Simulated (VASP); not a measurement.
Set up this calculation in VASP 6.6.1, as the native input.

- Task: single point
- Functional: LDA
- Potentials or basis: VASP PAW LDA potentials, release 64 (Na_pv, Li_sv, I, Cl)
- Cutoff: 520 eV
- k mesh: 6 × 6 × 4
- Occupations: gaussian, width 0.05 eV
- Spin: no spin polarisation
- Dipole correction: no
- Further INCAR settings: ALGO = Normal; EDIFF = 1e-06; NBANDS = 20

The structure of NaLiICl lies in POSCAR:

```
NaLiICl
1.0
    4.0916360000      0.0000000000      0.0000000000
    0.0000000000      4.0916360000      0.0000000000
    0.0000000000      0.0000000000      6.4639577600
Na Li I Cl
1 1 1 1
Direct
    0.5000000000      0.5000000000      0.5000000000
    0.0000000000      0.0000000000      0.0000000000
    0.5000000000      0.5000000000      0.0000000000
    0.0000000000      0.0000000000      0.5000000000
```

This cell differs from its parent crystal: strain +0.000 along x and y, +0.040 along z.

The input as run:

INCAR

```
SYSTEM = NaLiICl
PREC = Accurate
ENCUT = 520
EDIFF = 1E-6
ISMEAR = 0
SIGMA = 0.05
LREAL = .FALSE.
LASPH = .TRUE.
NELM = 60
ALGO = Normal
ISIF = 2
LWAVE = .FALSE.
LCHARG = .TRUE.
LELF = .TRUE.
LVHAR = .TRUE.
NBANDS = 20
```

KPOINTS

```
Automatic mesh
0
G
  6 6 4
  0 0 0
```

Potentials or basis: VASP PAW LDA potentials, release 64 (Na_pv, Li_sv, I, Cl).

Command:

```bash
$ cat potpaw_LDA.64/Na_pv/POTCAR potpaw_LDA.64/Li_sv/POTCAR potpaw_LDA.64/I/POTCAR potpaw_LDA.64/Cl/POTCAR > POTCAR
$ mpirun -np 1 vasp_std > vasp.out
```

It gave:

- Band gap on the k mesh: 3.71 eV, indirect (least direct gap 4.05 eV)

Caveat: the cell differs from its parent crystal (strain +0.000 along x and y, +0.040 along z); spin-orbit coupling is left out, which moves the levels of the heavy elements.

It took 19 s on 1 thread of Intel(R) Xeon(R) 6975P-C (Granite Rapids) (shared host), peak memory 0.21 GiB.
